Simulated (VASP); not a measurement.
**AlN: single point with PBE**

AlN:

```
CELL_PARAMETERS angstrom
3.10321 0.00000 0.00000
-1.55160 2.68746 0.00000
0.00000 0.00000 4.97171
ATOMIC_POSITIONS crystal
Al 0.33333 0.66667 0.99765
Al 0.66667 0.33333 0.49765
N 0.33333 0.66667 0.37935
N 0.66667 0.33333 0.87935
```

| Quantity | Value |
| --- | --- |
| Program | VASP 6.6.1 |
| Task | single point |
| Functional | PBE |
| Potentials or basis | VASP PAW PBE potentials, release 64 (Al, N) |
| Cutoff | 600 eV |
| k mesh | 9 × 9 × 6 |
| Occupations | gaussian, width 0.02 eV |
| Spin | no spin polarisation |
| Dipole correction | no |
| Further INCAR settings | ALGO = Normal; EDIFF = 1e-06; NBANDS = 16 |

```json
{
 "Pressure": "5.0 GPa",
 "Largest force": "0.007 eV/Å",
 "Band gap on the k mesh": "4.27 eV"
}
```

Forces on the atoms (eV/Å):
```
Al   0.000  0.000 -0.007
Al   0.000  0.000 -0.007
N    0.000  0.000  0.007
N    0.000  0.000  0.007
```

Stress tensor (GPa, compression positive):
```
5.10 0.00 0.00
0.00 5.10 0.00
0.00 0.00 4.93
```

Levels at points of the mesh, in eV from the valence-band top:
```csv
k point,band 4,band 5,band 6,band 7,band 8,band 9,band 10,band 11,band 12,band 13
"(0.00, 0.00, 0.00)",-0.87,-0.87,-0.21,-0.21,0.00,4.27,6.73,10.67,11.21,11.21
"(0.00, 0.00, 0.50)",-3.34,-0.55,-0.55,-0.55,-0.55,6.53,6.53,10.38,10.38,11.53
```

Wall time 37 s on 1 thread of Intel Xeon 8259CL, with other jobs on the host, peak memory 0.19 GiB.

Caveat: the cell stands under pressure. A k mesh can miss the band edges.
